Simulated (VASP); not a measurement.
# Ge (I4_1/amd) in VASP: a series of runs

Ge is run at these levels: r2SCAN; tasks: electric field gradients.

All numbers are computed with VASP 6.6.1; they aren't measurements. Logs are shortened: lines on timing, memory, paths and dates and some standing lists are left out, and cuts for length are marked.

## Step 1: The cell of the first run

The structure is tetragonal, space group I4_1/amd (No. 141). Conventional cell: a = 5.183 Å, b = 5.183 Å, c = 2.813 Å, α = 90.00°, β = 90.00°, γ = 90.00°. Within 3.5 Å of Ge (site symmetry -4m2) lie 10 Ge at 2.69 to 3.34 Å.

## Step 2: Electric field gradients, r2SCAN (18.89 Å³/atom)

POSCAR

```
Ge
1.0
   -2.5915398167      2.5915398167      1.4066673013
    2.5915398167     -2.5915398167      1.4066673013
    2.5915398167      2.5915398167     -1.4066673013
Ge
2
Direct
    0.2500000000      0.7500000000      0.5000000000
    0.5000000000      0.5000000000      0.0000000000
```

INCAR.step1

```
SYSTEM = Ge
PREC     = Accurate       ! precision mode
ENCUT    = 520            ! plane-wave cutoff, eV
ISMEAR   = -1             ! smearing method
SIGMA    = 0.05           ! smearing width, eV
LREAL    = .FALSE.        ! projectors in reciprocal space
LASPH    = .TRUE.         ! aspherical terms in the spheres
NELM     = 100            ! most SCF steps
NBANDS   = 21             ! bands
GGA      = PE             ! functional
ALGO     = Normal         ! electronic algorithm
EDIFF    = 1E-4           ! SCF threshold, eV
LWAVE    = .TRUE.         ! write WAVECAR
LCHARG   = .FALSE.        ! write CHGCAR
```

INCAR.step2

```
SYSTEM = Ge
PREC     = Accurate       ! precision mode
ENCUT    = 520            ! plane-wave cutoff, eV
EDIFF    = 1E-8           ! SCF threshold, eV
ISMEAR   = -1             ! smearing method
SIGMA    = 0.05           ! smearing width, eV
LREAL    = .FALSE.        ! projectors in reciprocal space
LASPH    = .TRUE.         ! aspherical terms in the spheres
NELM     = 100            ! most SCF steps
ALGO     = Normal         ! electronic algorithm
ISIF     = 2              ! what is computed and relaxed
LWAVE    = .FALSE.        ! write WAVECAR
LCHARG   = .FALSE.        ! write CHGCAR
METAGGA  = R2SCAN         ! meta-GGA
LMIXTAU  = .TRUE.       
LEFG     = .TRUE.       
NBANDS   = 21             ! bands
ISTART   = 1
```

KPOINTS

```
regular mesh
0
G
  16 16 16
  0 0 0
```

Potentials or basis: VASP PAW PBE potentials, release 64 (Ge_d).

Command:

```sh
cat potpaw_PBE.64/Ge_d/POTCAR > POTCAR
cp INCAR.step1 INCAR
mpirun -np 1 vasp_std > vasp.out
cp INCAR.step2 INCAR
mpirun -np 1 vasp_std > vasp.out
```

OUTCAR:

```text
SYSTEM = Ge
   PREC = Accurate
   ENCUT = 520
   EDIFF = 1E-8
   ISMEAR = -1
   LREAL = .FALSE.
   LASPH = .TRUE.
   NELM = 100
   ISIF = 2
   METAGGA = R2SCAN
   ISTART = 1

 ion  position               nearest neighbor table
   1  0.250  0.750  0.500-   2 2.69   2 2.69   2 2.69   2 2.69
   2  0.500  0.500  0.000-   1 2.69   1 2.69   1 2.69   1 2.69

  LATTYP: Found a body centered tetragonal cell.
 ALAT       =     5.1830796334
 C/A-ratio  =     0.5427920853

  Lattice vectors:

 A1 = (  -2.5915398167,   2.5915398167,   1.4066673013)
 A2 = (   2.5915398167,  -2.5915398167,   1.4066673013)
 A3 = (   2.5915398167,   2.5915398167,  -1.4066673013)

Analysis of symmetry for initial positions (statically):
=====================================================================
 Subroutine PRICEL returns:
 Original cell was already a primitive cell.

 Routine SETGRP: Setting up the symmetry group for a
 body centered tetragonal supercell.

 Subroutine GETGRP returns: Found 16 space group operations
 (whereof  8 operations were pure point group operations)
 out of a pool of 16 trial point group operations.

The static configuration has the point symmetry D_2d.
 The point group associated with its full space group is D_4h.

Analysis of symmetry for dynamics (positions and initial velocities):
=====================================================================
 Subroutine PRICEL returns:
 Original cell was already a primitive cell.

 Routine SETGRP: Setting up the symmetry group for a
 body centered tetragonal supercell.

 Subroutine GETGRP returns: Found 16 space group operations
 (whereof  8 operations were pure point group operations)
 out of a pool of 16 trial point group operations.

The dynamic configuration has the point symmetry D_2d.
 The point group associated with its full space group is D_4h.

 Subroutine INISYM returns: Found 16 space group operations
 (whereof  8 operations are pure point group operations),
 and found     1 'primitive' translations

----------------------------------------------------------------------------------------

                                     Primitive cell

  volume of cell :      37.7892

  direct lattice vectors                    reciprocal lattice vectors
    -2.591539817  2.591539817  1.406667301     0.000000000  0.192935488  0.355450077
     2.591539817 -2.591539817  1.406667301     0.192935488  0.000000000  0.355450077
     2.591539817  2.591539817 -1.406667301     0.192935488  0.192935488  0.000000000

  length of vectors
     3.925668114  3.925668114  3.925668114     0.404436472  0.404436472  0.272851984

  position of ions in fractional coordinates (direct lattice)
     0.250000000  0.750000000  0.500000000
     0.500000000  0.500000000  0.000000000

  ion indices of the primitive-cell ions
   primitive index   ion index
                 1           1
                 2           2

----------------------------------------------------------------------------------------

 KPOINTS: regular mesh

Automatic generation of k-mesh.
 Grid dimensions read from file:
 generate k-points for:   16   16   16

 Generating k-lattice:

  Cartesian coordinates                     Fractional coordinates (reciprocal lattice)
     0.000000000  0.012058468  0.022215630     0.062500000  0.000000000  0.000000000
     0.012058468  0.000000000  0.022215630     0.000000000  0.062500000  0.000000000
     0.012058468  0.012058468  0.000000000     0.000000000  0.000000000  0.062500000

  Length of vectors
     0.025277279  0.025277279  0.017053249

  Shift w.r.t. Gamma in fractional coordinates (k-lattice)
     0.000000000  0.000000000  0.000000000

 Subroutine IBZKPT returns following result:
 ===========================================

 Found    349 irreducible k-points:

 Following reciprocal coordinates:
            Coordinates               Weight
  0.000000  0.000000  0.000000      1.000000
  0.062500  0.000000 -0.000000      8.000000
  0.125000  0.000000 -0.000000      8.000000
  0.187500  0.000000 -0.000000      8.000000
  0.250000  0.000000 -0.000000      8.000000
  0.312500  0.000000 -0.000000      8.000000
[... 16 lines left out ...]
 -0.125000  0.062500  0.000000     16.000000
 -0.062500  0.062500  0.000000      4.000000
 [... further k-points ...]
   k-points           NKPTS =    349   k-points in BZ     NKDIM =    349   number of bands    NBANDS=     21
   number of dos      NEDOS =    301   number of ions     NIONS =      2
   total plane-waves  NPLWV =  27000
   dimension x,y,z NGX =    30 NGY =   30 NGZ =   30
   dimension x,y,z NGXF=    60 NGYF=   60 NGZF=   60
   ions per type =               2
   NGX,Y,Z   is equivalent  to a cutoff of  12.70, 12.70, 12.70 a.u.
   NGXF,Y,Z  is equivalent  to a cutoff of  25.41, 25.41, 25.41 a.u.
 SYSTEM =  Ge
   PREC   = accura    normal or accurate (medium, high low for compatibility)
   ISTART =      1    job   : 0-new  1-cont  2-samecut
   ICHARG =      0    charge: 1-file 2-atom 10-const
   ISPIN  =      1    spin polarized calculation?
   LNONCOLLINEAR =      F non collinear calculations
   LSORBIT =      F    spin-orbit coupling
   LASPH  =      T    aspherical Exc in radial PAW
   ENCUT  =  520.0 eV  38.22 Ry    6.18 a.u.   7.30  7.30  7.30*2*pi/ulx,y,z
   NELM   =    100;   NELMIN=  2; NELMDL=  0     # of ELM steps
   EDIFF  = 0.1E-07   stopping-criterion for ELM
   LREAL  =      F    real-space projection
   EDIFFG = 0.1E-06   stopping-criterion for IOM
   NSW    =      0    number of steps for IOM
   IBRION =     -1    ionic relax: 0-MD 1-quasi-New 2-CG
   NFREE  =      0    steps in history (QN), initial steepest desc. (CG)
   ISIF   =      2    stress and relaxation
   ISYM   =      2    0-nonsym 1-usesym 2-fastsym
   POTIM  = 0.5000    time-step for ionic-motion
   TEBEG  =    0.0;   TEEND  =   0.0 temperature during run
   PSTRESS=    0.0 pullay stress
   NELECT =      28.0000    total number of electrons
   NUPDOWN=      -1.0000    fix difference up-down
   EMIN   =  10.00;   EMAX   =-10.00  energy-range for DOS
   EFERMI =   0.00;   METHOD = LEGACY
   ISMEAR =    -1;   SIGMA  =   0.05  broadening in eV -4-tet -1-fermi 0-gaus
   EFERMI_NEDOS =   21; number of points for ismear=-14 and -15
   IALGO  =     38    algorithm
   IMIX   =      4    mixing-type and parameters
     AMIX     =   0.40;   BMIX     =  1.00
     AMIX_MAG =   1.60;   BMIX_MAG =  1.00
  volume/ion in A,a.u.               =      18.89       127.51
  Fermi-wavevector in a.u.,A,eV,Ry     =   1.481398  2.799437 29.858535  2.194540
  Thomas-Fermi vector in A             =   2.595313
   LORBIT       =      0    0 simple, 1 ext, 2 COOP (PROOUT), +10 PAW based schemes
   METAGGA = R2SCAN    functional components
   LHFCALC =     F    Hartree Fock is set to
   AEXX    =    0.0000 exact exchange contribution
   IVDW    =     0    specifies the selected vdW correction
   LEPSILON=     F    determine dielectric tensor
   LRPA    =     F    only Hartree local field effects (RPA)
 non-spin polarized calculation
  energy-cutoff  :      520.00
  volume of cell :       37.79
 maximum number of plane-waves:      1036
 NGX is ok and might be reduce to    30
   NGX = 15   NGY = 15   NGZ = 15

 number of electron      28.0000030 magnetization

 Free energy of the ion-electron system (eV)
  ---------------------------------------------------
  ext. energy  EPLUGINS =         0.00000000
  ---------------------------------------------------
  free energy    TOTEN  =       -27.02912979 eV

  energy without entropy =      -27.02335241  energy(sigma->0) =      -27.02624110

 E-fermi :   6.4772     XC(G=0): -12.2638

 val. band max:        6.4750024700   @ k =  -0.2500   0.3125   0.1875
 cond. band min:       6.4775755038   @ k =   0.4375   0.3750  -0.0000
 fundamental gap:      0.0025730339
 Fermi energy:         6.4771737192

 k-point     1 :       0.0000    0.0000    0.0000
  band No.  band energies     occupation
      1     -19.0082      2.00000
      2     -18.9650      2.00000
      3     -18.9336      2.00000
      4     -18.9290      2.00000
      5     -18.8246      2.00000
      6     -18.8246      2.00000
[... 13 lines left out ...]
     20      18.4941      0.00000
     21      19.4703      0.00000

 k-point     2 :       0.0625    0.0000   -0.0000
  band No.  band energies     occupation
      1     -19.0068      2.00000
      2     -18.9597      2.00000
      3     -18.9270      2.00000
      4     -18.9270      2.00000
      5     -18.8292      2.00000
      6     -18.8288      2.00000
[... 13 lines left out ...]
     20      18.5312      0.00000
     21      19.8293      0.00000

 k-point     3 :       0.1250    0.0000   -0.0000
  band No.  band energies     occupation
      1     -19.0022      2.00000
      2     -18.9449      2.00000
      3     -18.9213      2.00000
      4     -18.9096      2.00000
      5     -18.8393      2.00000
      6     -18.8355      2.00000
[... 13 lines left out ...]
     20      17.9211      0.00000
     21      18.5041      0.00000
[... 457 lines left out ...]
 k-point    23 :      -0.1250    0.0625    0.0000
  band No.  band energies     occupation
      1     -19.0027      2.00000
      2     -18.9605      2.00000
      3     -18.9297      2.00000
      4     -18.9233      2.00000
      5     -18.8299      2.00000
      6     -18.8264      2.00000
[... 13 lines left out ...]
     20      18.8566      0.00000
     21      19.6997      0.00000

 k-point    24 :      -0.0625    0.0625    0.0000
  band No.  band energies     occupation
      1     -19.0061      2.00000
      2     -18.9654      2.00000
      3     -18.9349      2.00000
      4     -18.9271      2.00000
      5     -18.8255      2.00000
      6     -18.8235      2.00000
[... 13 lines left out ...]
     20      18.8000      0.00000
     21      19.4411      0.00000

 [... further k-points ...]

------------------------ aborting loop because EDIFF is reached ----------------------------------------

  FORCE on cell =-STRESS in cart. coord.  units (eV):
  Direction    XX          YY          ZZ          XY          YZ          ZX
  --------------------------------------------------------------------------------------
  -------------------------------------------------------------------------------------
  Total       -0.3277121     -0.3277121     -0.1242821      0.0000000     -0.0000000      0.0000000
  in kB      -13.8942738    -13.8942738     -5.2692904      0.0000000     -0.0000000      0.0000000
  external PRESSURE =     -11.0192793 kB  Pullay stress =       0.0000000 kB

 VOLUME and BASIS-vectors are now :
 -----------------------------------------------------------------------------
  energy-cutoff  :      520.00
  volume of cell :       37.79
      direct lattice vectors                 reciprocal lattice vectors
    -2.591539817  2.591539817  1.406667301     0.000000000  0.192935488  0.355450077
     2.591539817 -2.591539817  1.406667301     0.192935488  0.000000000  0.355450077
     2.591539817  2.591539817 -1.406667301     0.192935488  0.192935488  0.000000000

 POSITION                                       TOTAL-FORCE (eV/Angst)
 -----------------------------------------------------------------------------------
      2.59154      0.00000      0.70333         0.000000      0.000000     -0.000000
      0.00000      0.00000      1.40667        -0.000000     -0.000000      0.000000
 -----------------------------------------------------------------------------------
    total drift:                                0.000000     -0.000000      0.000000

  FREE ENERGIE OF THE ION-ELECTRON SYSTEM (eV)
  ---------------------------------------------------
  free  energy   TOTEN  =       -27.0291297916 eV

  energy  without entropy=      -27.0233524082  energy(sigma->0) =      -27.02624110

 Electric field gradients (V/A^2)
---------------------------------------------------------------------
 ion       V_xx      V_yy      V_zz      V_xy      V_xz      V_yz
---------------------------------------------------------------------
   1     -13.087   -13.087    26.174     0.003     0.004     0.004
   2     -13.087   -13.087    26.174     0.003     0.004     0.004
---------------------------------------------------------------------

 Electric field gradients after diagonalization (V/A^2)
 (convention: |V_zz| > |V_xx| > |V_yy|)
----------------------------------------------------------------------
 ion       V_xx      V_yy      V_zz     asymmetry (V_yy - V_xx)/ V_zz
----------------------------------------------------------------------
   1     -13.090   -13.084    26.174       0.000
   2     -13.090   -13.084    26.174       0.000
----------------------------------------------------------------------

           NMR quadrupolar parameters

 Cq : quadrupolar parameter    Cq=e*Q*V_zz/h
 eta: asymmetry parameters     (V_yy - V_xx)/ V_zz
 Q  : nuclear electric quadrupole moment in mb (millibarn)
----------------------------------------------------------------------
 ion       Cq(MHz)       eta       Q (mb)
----------------------------------------------------------------------
   1       0.063       0.000       1.000
   2       0.063       0.000       1.000
----------------------------------------------------------------------
```

Run time: 21 min. Hardware: 1 thread of Intel Xeon Platinum 8259CL at 2.50GHz (Skylake/Cascade Lake), shared host; peak memory 0.34 GiB.

What came out:

| Property | Result |
| --- | --- |
| Free energy | -27.0291 eV |
| Pressure | -1.1 GPa |
| Band gap on the k mesh | zero (bands 14 and 15 overlap by 5.38 eV) |
| Largest electric field gradient by atom | Ge +26.2 V/Å² |

Stress tensor (GPa, compression positive):
```
-1.39  0.00  0.00
 0.00 -1.39  0.00
 0.00  0.00 -0.53
```

Electric field gradients, principal values (V/Å²):
```tsv
atom	least	middle	greatest (by size)
1 Ge	-13.084	-13.090	26.174
2 Ge	-13.084	-13.090	26.174
```

Caveat: without QUAD_EFG the Cq values of the log hold for a quadrupole moment of 1 mb, not for the nuclei; the PAW data sets were made with another functional, which shifts forces and pressure a little.

[end of part 1 of 2]
